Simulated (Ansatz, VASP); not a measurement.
**MoS: VASP beside Ansatz**

```
Mo S
1.0
     0.00000    2.47697    2.47697
     2.47697    0.00000    2.47697
     2.47697    2.47697    0.00000
Mo S
1 1
Cartesian
  0.0000 0.0000 0.0000
  2.4770 2.4770 2.4770
```

Alike in both runs: functional PBE; k mesh 8 × 8 × 8; occupations gaussian, width 0.1 eV; collinear spin.

Ansatz relaxed the structure, and its values are those at the end. VASP's run is a single point on that final structure, the one shown.

```csv
,VASP,Ansatz
version,VASP 6.6.1,Ansatz 0.2.0
potentials or method,"VASP PAW PBE potentials, release 64 (Mo_sv, S), cutoff 520 eV","scalar-relativistic, plane waves, PAW"
valence electrons in the cell,20,20
```

VASP gave:

| Quantity | Value |
| --- | --- |
| gap on the k mesh at the Fermi level (eV) | none |
| pressure (GPa) | 0.4 |
| net moment per atom (μB) | 0.13 |
| size of the moment on the site where the two differ most (μB) | 0.24 |

Problem. What did Ansatz give for the same quantities?

Solution. gap on the k mesh at the Fermi level (eV): none; pressure (GPa): 0.3; net moment per atom (μB): 0.13; size of the moment on the site where the two differ most (μB): 0.20.

Site moments also hang on the region over which each program counts them. A gap of «none» marks a metal or a gap that the smearing closes.
